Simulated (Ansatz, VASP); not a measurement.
**Two plane-wave programs on WSe2**

The input INCAR:

```
PREC = Accurate
ENCUT = 500
EDIFF = 1E-6
ISMEAR = 0
SIGMA = 0.05
LREAL = False
LASPH = True
NELM = 120
ALGO = Normal
ISIF = 2
LWAVE = False
LCHARG = False
NBANDS = 20
GGA_COMPAT = False
```

KPOINTS

```
regular mesh
0
Gamma
  12 12 2
```

The input POSCAR:

```
WSe2
1.0
    3.2141833824      0.0000000000      0.0000000000
   -1.6070916912      2.7835644616      0.0000000000
    0.0000000000      0.0000000000     17.7509538231
W Se
1 2
Direct
    0.0000000000      0.0000000000      0.0000000000
    0.3333333333      0.6666666667      0.0997865200
    0.3333333333      0.6666666667      0.9002134800
```

Input for Ansatz:

```yaml
crystal:
  lattice:
    - [3.2141833824, 0.0, 0.0]
    - [-1.6070916912, 2.7835644616, 0.0]
    - [0.0, 0.0, 17.7509538231]
  atoms:
    - { symbol: W, position: [0.0, 0.0, 0.0] }
    - { symbol: Se, position: [0.3333333333, 0.6666666667, 0.09978652] }
    - { symbol: Se, position: [0.3333333333, 0.6666666667, 0.90021348] }
basis:
  ecutwfc: 420
kpoints:
  mp_grid: { grid: [12, 12, 2] }
hamiltonian:
  xc: lda
scf:
  occupations: { method: gaussian, width: 0.05 }
output:
  forces: true
  stress: true
  eigenvalues: true
```

Alike in both runs: task single point; functional LDA; k mesh 12 × 12 × 2; occupations gaussian, width 0.05 eV; no spin polarisation.

```csv
,VASP,Ansatz
version,VASP 6.6.1,Ansatz 0.2.0
potentials or method,"VASP PAW LDA potentials, release 64 (W_sv, Se), cutoff 500 eV","scalar-relativistic, plane waves, PAW"
valence electrons in the cell,26,46
```

```csv
,VASP,Ansatz,Ansatz less VASP
gap on the k mesh at the Fermi level (eV),1.31,1.31,-0.004
least direct gap on the mesh (eV),1.99,1.99,-0.002
rms of the force components (eV/Å),0.677,0.717,+0.0397
```

LDA's correlation is that of Perdew and Zunger in VASP and of Perdew and Wang (1992) in Ansatz. Atom by atom the forces differ by 0.040 eV/Å (rms over components). VASP's potentials hold 26 valence electrons a cell and Ansatz's 46, so a difference there can come from the potentials and not from the codes.

Spin-orbit coupling is off throughout.
